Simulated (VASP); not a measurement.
## KCl: phonons with r2SCAN

KCl:

```xyz
2
Lattice="3.1465 3.1465 0.0000 -3.1465 3.1465 0.0000 0.0000 3.1465 3.1465" Properties=species:S:1:pos:R:3 pbc="T T T"
K     0.0000    0.0000    0.0000
Cl    0.0000    3.1465    0.0000
```

* Program: VASP 6.6.1
* Task: phonons
* Functional: r2SCAN
* Potentials or basis: VASP PAW PBE potentials, release 64 (K_sv, Cl)
* Cutoff: 520 eV
* k mesh: 6 × 6 × 6
* Occupations: gaussian, width 0.01 eV
* Spin: no spin polarisation
* Dipole correction: no
* Further INCAR settings: ALGO = Normal; EDIFF = 1e-08; IBRION = 6; POTIM = 0.015; NSW = 1

```
Highest phonon frequency at Γ, LO-TO splitting left out : 147 cm⁻¹
```

Phonon frequencies in cm⁻¹ (negative: imaginary):
| q point | frequencies |
| --- | --- |
| (0.000, 0.000, 0.000) | 0 0 0 147 147 147 |

Run time: 3.2 min on 1 thread of Intel(R) Xeon(R) 6975P-C (Granite Rapids), with other jobs on the host, peak memory 0.24 GiB.
